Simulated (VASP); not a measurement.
# KAg (Imma) in VASP: relaxation of cell and atoms with PBE

Aim: the relaxation of cell and atoms of KAg with PBE.

Program: VASP 6.6.1. These are calculated values, not measurements. Logs are shortened: lines on timing, memory, paths and dates and some standing lists are left out, and cuts for length are marked.

**1. The cell of the first run**

The structure is orthorhombic, space group Imma (No. 74). Conventional cell: a = 4.733 Å, b = 6.758 Å, c = 7.201 Å, α = 90.00°, β = 90.00°, γ = 90.00°. K (site symmetry mm2) has 3 Ag at 2.41 to 3.16 Å within 3.2 Å. Within 3.2 Å of Ag (site symmetry mm2) lie 3 K at 2.41 to 3.16 Å.

The cell was generated, and may not be a known phase.

**2. Relaxation of cell and atoms, PBE**

The input, INCAR:

```
SYSTEM = KAg
  ALGO = Normal
  EDIFF = 1E-7
  EDIFFG = -0.04
  ENCUT = 630
  GGA = PE
  GGA_COMPAT = .FALSE.
  IBRION = 2
  ISIF = 3
  ISMEAR = 0
  LASPH = .TRUE.
  LCHARG = .FALSE.
  LREAL = .FALSE.
  LWAVE = .FALSE.
  NELM = 120
  NELMIN = 4
  NSW = 90
  PREC = Accurate
  SIGMA = 0.1
```

The input, KPOINTS:

```
k-points
0
G
  4 4 4
  0 0 0
```

The input, POSCAR:

```
KAg
1.0
   -2.3667267358      3.3787912375      3.6004094061
    2.3667267358     -3.3787912375      3.6004094061
    2.3667267358      3.3787912375     -3.6004094061
K Ag
2 2
Direct
    0.3108035744      0.5608035744      0.7500000000
    0.6891964256      0.4391964256      0.2500000000
    0.2500000000      0.0000000000      0.2500000000
    0.7500000000      0.0000000000      0.7500000000
```

Potentials or basis: VASP PAW PBE potentials, release 64 (K_sv, Ag_sv_GW).

On the command line:

```console
$ cat potpaw_PBE.64/K_sv/POTCAR potpaw_PBE.64/Ag_sv_GW/POTCAR > POTCAR
$ mpirun -np 1 vasp_std > vasp.out
```

OUTCAR:

```text
SYSTEM = KAg
   EDIFF = 1E-7
   EDIFFG = -0.04
   ENCUT = 630
   GGA = PE
   IBRION = 2
   ISIF = 3
   ISMEAR = 0
   LASPH = .TRUE.
   LREAL = .FALSE.
   NELM = 120
   NELMIN = 4
   NSW = 90
   PREC = Accurate

 ion  position               nearest neighbor table
   1  0.311  0.561  0.750-   3 2.41   3 2.41   4 3.16   2 3.49   2 3.49   2 3.61   2 3.61
   2  0.689  0.439  0.250-   4 2.41   4 2.41   3 3.16   1 3.49   1 3.49   1 3.61   1 3.61
   3  0.250  0.000  0.250-   1 2.41   1 2.41   2 3.16
   4  0.750  0.000  0.750-   2 2.41   2 2.41   1 3.16

  LATTYP: Found a body centered orthorhombic cell.
 ALAT       =     4.7334534716
 B/A-ratio  =     1.4276220344
 C/A-ratio  =     1.5212611374

  Lattice vectors:

 A1 = (  -2.3667267358,   3.3787912375,   3.6004094061)
 A2 = (   2.3667267358,  -3.3787912375,   3.6004094061)
 A3 = (   2.3667267358,   3.3787912375,  -3.6004094061)

Analysis of symmetry for initial positions (statically):
=====================================================================
 Subroutine PRICEL returns:
 Original cell was already a primitive cell.

 Routine SETGRP: Setting up the symmetry group for a
 body centered orthorhombic supercell.

 Subroutine GETGRP returns: Found  8 space group operations
 (whereof  4 operations were pure point group operations)
 out of a pool of  8 trial point group operations.

The static configuration has the point symmetry C_2h.
 The point group associated with its full space group is D_2h.

Analysis of symmetry for dynamics (positions and initial velocities):
=====================================================================
 Subroutine PRICEL returns:
 Original cell was already a primitive cell.

 Routine SETGRP: Setting up the symmetry group for a
 body centered orthorhombic supercell.

 Subroutine GETGRP returns: Found  8 space group operations
 (whereof  4 operations were pure point group operations)
 out of a pool of  8 trial point group operations.

The dynamic configuration has the point symmetry C_2h.
 The point group associated with its full space group is D_2h.

 Subroutine INISYM returns: Found  8 space group operations
 (whereof  4 operations are pure point group operations),
 and found     1 'primitive' translations

----------------------------------------------------------------------------------------

                                     Primitive cell

  volume of cell :     115.1652

  direct lattice vectors                    reciprocal lattice vectors
    -2.366726736  3.378791238  3.600409406     0.000000000  0.147981916  0.138873096
[... 88 lines left out ...]
   NFREE  =      1    steps in history (QN), initial steepest desc. (CG)
   ISIF   =      3    stress and relaxation
   ISYM   =      2    0-nonsym 1-usesym 2-fastsym
   POTIM  = 0.5000    time-step for ionic-motion
   TEBEG  =    0.0;   TEEND  =   0.0 temperature during run
   PSTRESS=    0.0 pullay stress
   NELECT =      56.0000    total number of electrons
   NUPDOWN=      -1.0000    fix difference up-down
   EMIN   =  10.00;   EMAX   =-10.00  energy-range for DOS
   EFERMI =   0.00;   METHOD = LEGACY
   ISMEAR =     0;   SIGMA  =   0.10  broadening in eV -4-tet -1-fermi 0-gaus
   EFERMI_NEDOS =   21; number of points for ismear=-14 and -15
   IALGO  =     38    algorithm
   IMIX   =      4    mixing-type and parameters
     AMIX     =   0.40;   BMIX     =  1.00
     AMIX_MAG =   1.60;   BMIX_MAG =  1.00
  volume/ion in A,a.u.               =      28.79       194.29
  Fermi-wavevector in a.u.,A,eV,Ry     =   1.287351  2.432741 22.548571  1.657273
  Thomas-Fermi vector in A             =   2.419371
   LORBIT       =      0    0 simple, 1 ext, 2 COOP (PROOUT), +10 PAW based schemes
   GGA     = PE    functional components
   LHFCALC =     F    Hartree Fock is set to
   AEXX    =    0.0000 exact exchange contribution
   IVDW    =     0    specifies the selected vdW correction
   LEPSILON=     F    determine dielectric tensor
   LRPA    =     F    only Hartree local field effects (RPA)
 conjugate gradient relaxation of ions
 non-spin polarized calculation
 Gauss-broadening in eV      SIGMA  =   0.10
  energy-cutoff  :      630.00
  volume of cell :      115.17
 maximum number of plane-waves:      4171
 NGX is ok and might be reduce to    48
   NGX = 23   NGY = 23   NGZ = 23

--------------------------------------- Ionic step        1  -------------------------------------------

 number of electron      56.0000003 magnetization

 Free energy of the ion-electron system (eV)
  ---------------------------------------------------
  ext. energy  EPLUGINS =         0.00000000
  ---------------------------------------------------
  free energy    TOTEN  =         1.45812750 eV

  energy without entropy =        1.46644363  energy(sigma->0) =        1.46228557

------------------------ aborting loop because EDIFF is reached ----------------------------------------

  FORCE on cell =-STRESS in cart. coord.  units (eV):
  Direction    XX          YY          ZZ          XY          YZ          ZX
  --------------------------------------------------------------------------------------
  -------------------------------------------------------------------------------------
  Total       30.0719532     -2.0339163      2.2765466      0.0000000      0.0000000      0.0000000
  in kB      418.3606835    -28.2958207     31.6712916      0.0000000      0.0000000      0.0000000
  external PRESSURE =     140.5787181 kB  Pullay stress =       0.0000000 kB
[... 95 lines left out ...]
  FREE ENERGIE OF THE ION-ELECTRON SYSTEM (eV)
  ---------------------------------------------------
  free  energy   TOTEN  =        -2.1724692194 eV

  energy  without entropy=       -2.1663028806  energy(sigma->0) =       -2.16938605

[... ionic steps 4 to 24 ...]

--------------------------------------- Ionic step       25  -------------------------------------------

 number of electron      55.9999997 magnetization

------------------------ aborting loop because EDIFF is reached ----------------------------------------
[... 71 lines left out ...]
--------------------------------------- Ionic step       27  -------------------------------------------

 number of electron      56.0000006 magnetization

 Free energy of the ion-electron system (eV)
  ---------------------------------------------------
  ext. energy  EPLUGINS =         0.00000000
  ---------------------------------------------------
  free energy    TOTEN  =        -2.82885318 eV

  energy without entropy =       -2.81329232  energy(sigma->0) =       -2.82107275

 E-fermi :   2.7711     XC(G=0):  -8.7527

 val. band max:        2.7682005606   @ k =   0.0000   0.2500   0.0000
 cond. band min:       2.7717381005   @ k =   0.2500   0.2500   0.0000
 fundamental gap:      0.0035375399
 Fermi energy:         2.7711019735

 k-point     1 :       0.0000    0.0000    0.0000
  band No.  band energies     occupation
      1     -89.1213      2.00000
      2     -89.1205      2.00000
      3     -52.6043      2.00000
      4     -52.6011      2.00000
      5     -52.5994      2.00000
      6     -52.5954      2.00000
[... 668 lines left out ...]
  FREE ENERGIE OF THE ION-ELECTRON SYSTEM (eV)
  ---------------------------------------------------
  free  energy   TOTEN  =        -2.8288531798 eV

  energy  without entropy=       -2.8132923246  energy(sigma->0) =       -2.82107275

 reached required accuracy - stopping structural energy minimisation
```

CONTCAR:

```text
KAg
   1.00000000000000
    -2.8060966696657408    2.8254910635111554    3.7804668857455264
     2.8060966696657408   -2.8254910635111554    3.7804668857455264
     2.8060966696657408    2.8254910635111554   -3.7804668857455264
  K               Ag
     2     2
Direct
     0.3759258956655833    0.6259258956655834    0.7500000000000000
     0.6240741043344166    0.3740741043344167    0.2500000000000000
     0.1322594610070956    0.8822594610070955    0.2500000000000000
     0.8677405389929045    0.1177405389929043    0.7500000000000000

  0.00000000E+00  0.00000000E+00  0.00000000E+00
  0.00000000E+00  0.00000000E+00  0.00000000E+00
  0.00000000E+00  0.00000000E+00  0.00000000E+00
  0.00000000E+00  0.00000000E+00  0.00000000E+00
```

It took 30 min on 1 thread of Intel Xeon 6975P-C (Granite Rapids), shared host; peak memory 0.42 GiB.

What came out:

```yaml
Free_energy: -2.8289 eV
Relaxed_volume: 29.97 Å³/atom
Relaxed_cell: a = 5.491 Å, b = 5.491 Å, c = 5.491 Å, α = 118.53°, β = 118.06°, γ = 92.98°
Space_group_after_relaxing_to_0.1_Å: Imma (No. 74)
Energy_gained_by_relaxing: 1071.7 meV/atom
Ionic_steps: 27
Pressure_after_relaxing: -0.1 GPa
Largest_force_after_relaxing: 0.035 eV/Å
Band_gap_on_the_k_mesh: zero (bands 28 and 29 overlap by 2.10 eV)
```

Forces on the atoms (eV/Å):
```
K    0.000  0.000  0.009
K    0.000  0.000 -0.009
Ag   0.000  0.000 -0.035
Ag   0.000  0.000  0.035
```

Step by step:
| step | energy change (eV) | largest force (eV/Å) | pressure (GPa) | volume (Å³) |
| --- | --- | --- | --- | --- |
| 1 | 0.0000 | 1.7461 | 14.06 | 115.17 |
| 2 | -3.6474 | 0.3073 | -1.29 | 157.29 |
| 3 | -3.6306 | 0.3533 | -0.82 | 153.57 |
| 4 | -3.6464 | 0.3183 | -1.18 | 156.45 |
| 5 | -3.7408 | 0.3189 | -1.06 | 150.06 |
| 6 | -3.8694 | 0.3200 | 0.24 | 131.49 |
| 7 | -3.8741 | 0.3120 | -0.18 | 135.12 |
| 8 | -3.8749 | 0.3137 | -0.06 | 134.01 |
| 9 | -3.9009 | 0.3193 | 0.11 | 132.18 |
| 10 | -3.9601 | 0.3284 | 0.66 | 126.80 |
| 11 | -3.9889 | 0.3728 | 2.00 | 116.42 |
| 12 | -3.9977 | 0.3576 | 1.97 | 116.33 |
| 13 | -4.0224 | 0.3238 | 1.91 | 116.04 |
| 14 | -4.0667 | 0.2795 | 1.78 | 115.48 |
| 15 | -4.1313 | 0.1419 | 1.63 | 114.35 |
| 16 | -4.0999 | 0.1787 | 2.01 | 112.11 |
| 17 | -4.1446 | 0.0455 | 1.66 | 113.58 |
| 18 | -4.1896 | 0.0289 | 1.06 | 116.21 |
| 19 | -4.2464 | 0.0195 | -0.21 | 123.39 |
| 20 | -4.2485 | 0.0215 | -0.43 | 124.96 |
| 21 | -4.2486 | 0.0218 | -0.48 | 125.28 |
| 22 | -4.2574 | 0.0212 | -0.40 | 124.28 |
| 23 | -4.2764 | 0.0301 | -0.14 | 121.23 |
| 24 | -4.2744 | 0.0918 | 0.73 | 114.97 |
| 25 | -4.2828 | 0.0564 | 0.22 | 118.27 |
| 26 | -4.2858 | 0.0466 | 0.06 | 119.05 |
| 27 | -4.2870 | 0.0348 | -0.10 | 119.90 |

Final structure:
```xyz
4
Lattice="-2.8061 2.8255 3.7805 2.8061 -2.8255 3.7805 2.8061 2.8255 -3.7805" Properties=species:S:1:pos:R:3 pbc="T T T"
K     2.8061    1.4127    0.9521
K     0.0000    1.4127    2.8283
Ag    2.8061   -1.4127    2.8902
Ag    0.0000    4.2382    0.8902
```

Caveat: the k points lie up to 0.35 Å⁻¹ apart in the final cell, too coarse for converged energies and pressures of a metal.
